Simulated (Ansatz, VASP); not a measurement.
## Two plane-wave programs on Re

```
CELL_PARAMETERS angstrom
0.00000 1.95772 2.11924
1.74237 0.00000 2.11924
1.74237 1.95772 0.00000
ATOMIC_POSITIONS crystal
Re 0.00000 0.00000 0.00000
```

Change from the starting cell: normal strain along x -0.1100, normal strain along z +0.0825.

Alike in both runs: task single point; functional PBE; k mesh 10 × 10 × 10; occupations gaussian, width 0.15 eV; no spin polarisation.

|  | VASP | Ansatz |
| --- | --- | --- |
| version | VASP 6.6.1 | Ansatz 0.2.0 |
| potentials or method | VASP PAW PBE potentials, release 64 (Re), cutoff 520 eV | scalar-relativistic, plane waves, PAW |
| valence electrons in the cell | 7 | 15 |

VASP gave:

| Item | Value |
| --- | --- |
| gap on the k mesh at the Fermi level (eV) | none |
| pressure (GPa) | 17.2 |
| traceless stress, the component that is largest in VASP (GPa) | -22.55 |

**Question.** What did Ansatz give for the same quantities?

**Answer.** gap on the k mesh at the Fermi level (eV): none; pressure (GPa): 17.5; traceless stress, the component that is largest in VASP (GPa): -22.83.

A gap of «none» marks a metal or a gap that the smearing closes. With one functional, cell and mesh, what is left measures potentials, basis and numerics. VASP's potentials hold 7 valence electrons a cell and Ansatz's 15, so a difference there can come from the potentials and not from the codes.

Neither program's run includes spin-orbit coupling.
